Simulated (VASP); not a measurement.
**Pt4Au: single point with PBE**

The system is Pt4Au, a slab with vacuum.

```
CELL_PARAMETERS angstrom
2.80729 0.00000 0.00000
-1.40365 2.43119 0.00000
0.00000 0.00000 25.87644
ATOMIC_POSITIONS crystal
Pt 0.66667 0.33333 0.32848
Pt 0.33333 0.66667 0.41706
Pt 0.00111 0.99889 0.50510
Pt 0.66888 0.33112 0.59416
Au 0.33504 0.66496 0.68920
```

| Property | Result |
| --- | --- |
| Program | VASP 6.6.1 |
| Task | single point |
| Functional | PBE |
| Potentials or basis | VASP PAW PBE potentials, release 64 (Pt, Au) |
| Cutoff | 520 eV |
| k mesh | 12 × 12 × 1 |
| Occupations | gaussian, width 0.1 eV |
| Spin | no spin polarisation |

```json
{
 "Largest force": "0.100 eV/Å"
}
```

Forces on the atoms (eV/Å):
```
Pt  -0.002  0.001 -0.085
Pt   0.005 -0.003  0.100
Pt   0.000  0.000 -0.005
Pt  -0.004  0.002 -0.007
Au   0.001 -0.001 -0.002
```

Levels at points of the mesh, in eV from the Fermi level:
| k point | band 22 | band 23 | band 24 | band 25 | band 26 | band 27 |
| --- | --- | --- | --- | --- | --- | --- |
| (0.00, 0.00, 0.00) | -1.53 | -1.51 | -1.22 | -1.22 | -0.56 | -0.56 |
| (0.50, 0.00, 0.00) | 0.08 | 0.23 | 0.38 | 0.55 | 0.61 | 1.99 |
| (0.50, 0.50, 0.00) | 0.07 | 0.23 | 0.38 | 0.55 | 0.61 | 1.99 |

It took 7.4 min on 1 thread of Intel(R) Xeon(R) 6975P-C (Granite Rapids), on a shared host, peak memory 0.44 GiB.

Caveat: spin-orbit coupling is left out, which moves the levels of the heavy elements.
